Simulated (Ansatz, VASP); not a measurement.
**One calculation of Ta2SiC, two programs**

INCAR

```
  ALGO = Normal
  EDIFF = 1E-6
  EDIFFG = -0.04
  ENCUT = 600
  GGA = PE
  IBRION = 2
  ISIF = 3
  ISMEAR = 0
  LASPH = T
  LCHARG = F
  LREAL = F
  LWAVE = F
  NELM = 80
  NSW = 90
  PREC = Accurate
  SIGMA = 0.1
```

File KPOINTS:

```
k-points
0
Gamma
  6 6 2
```

File POSCAR:

```
Ta2SiC
1.0
    2.6002437000      0.0000000000      0.0000000000
    0.0000000000      2.6002437000      0.0000000000
    0.0000000000      0.0000000000      7.9320705400
Ta Si C
2 1 1
Direct
    0.0000000000      0.0000000000      0.7556682700
    0.0000000000      0.0000000000      0.2443317300
    0.0000000000      0.0000000000      0.5000000000
    0.0000000000      0.0000000000      0.0000000000
```

Input for Ansatz:

```yaml
crystal:
  lattice:
    - [2.6002437, 0.0, 0.0]
    - [0.0, 2.6002437, 0.0]
    - [0.0, 0.0, 7.93207054]
  atoms:
    - { symbol: Ta, position: [0.0, 0.0, 0.75566827] }
    - { symbol: Ta, position: [0.0, 0.0, 0.24433173] }
    - { symbol: Si, position: [0.0, 0.0, 0.5] }
    - { symbol: C, position: [0.0, 0.0, 0.0] }
basis:
  ecutwfc: 420
kpoints:
  mp_grid: { grid: [6, 6, 2] }
hamiltonian:
  xc: pbe
scf:
  occupations: { method: gaussian, width: 0.1 }
  lower_state_search: "off"
output:
  forces: true
  stress: true
  eigenvalues: true
relax:
  adjacent_minimum: "off"
  f_tol: 0.04
  max_steps: 70
  cell: { stress_tol: 0.4 }
```

Alike in both runs: task relaxation of cell and atoms; functional PBE; k mesh 6 × 6 × 2; occupations gaussian, width 0.1 eV; no spin polarisation.

|  | VASP | Ansatz |
| --- | --- | --- |
| version | VASP 6.6.1 | Ansatz 0.2.0 |
| potentials or method | VASP PAW PBE potentials, release 64 (Ta_pv, Si, C), cutoff 600 eV | scalar-relativistic, plane waves, PAW |
| valence electrons in the cell | 30 | 34 |

|  | VASP | Ansatz | Ansatz less VASP |
| --- | --- | --- | --- |
| gap on the k mesh at the Fermi level, each at its own relaxed structure (eV) | none | none | - |
| relaxed volume (Å³/atom) | 17.54 | 17.54 | -0.003 |
| relaxed length of the cell vector where the two differ most in proportion (Å) | 9.481 | 9.480 | -0.0012 |

A gap of «none» marks a metal or a gap that the smearing closes. VASP's potentials hold 30 valence electrons a cell and Ansatz's 34, so a difference there can come from the potentials and not from the codes.

The k mesh is coarse, so the values compare programs but aren't converged. Spin-orbit coupling is off throughout. Noted on VASP's run: the volume moved by over 15 % at a fixed basis, so the end points are rough.
